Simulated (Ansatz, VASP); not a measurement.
Ru in VASP and in Ansatz

```
Ru
1.0
     4.24692    0.00000    0.00000
    -2.12346    3.67794    0.00000
     0.00000    0.00000    2.60336
Ru
3
Cartesian
  0.0000 0.0000 0.0000
  0.0000 2.4520 1.3017
  2.1235 1.2260 1.3017
```

Alike in both runs: task relaxation of cell and atoms; functional PBE; k mesh 9 × 9 × 12; occupations fermi-dirac, width 0.05 eV; collinear spin.

|  | VASP | Ansatz |
| --- | --- | --- |
| version | VASP 6.6.1 | Ansatz 0.2.0 |
| potentials or method | VASP PAW PBE potentials, release 64 (Ru_pv), cutoff 600 eV | plane waves (420 eV) with PAW, scalar-relativistic |
| valence electrons in the cell | 42 | 48 |

Ansatz gave:

- net moment per atom (μB): 0.00
- relaxed volume (Å³/atom): 14.11
- relaxed length of the cell vector where the two differ most in proportion (Å): 2.682

Which values does VASP return?

net moment per atom (μB): 0.00; relaxed volume (Å³/atom): 14.10; relaxed length of the cell vector where the two differ most in proportion (Å): 2.681.

VASP's potentials hold 42 valence electrons a cell and Ansatz's 48, so a difference there can come from the potentials and not from the codes. Ansatz's warnings: seeded moment not kept.
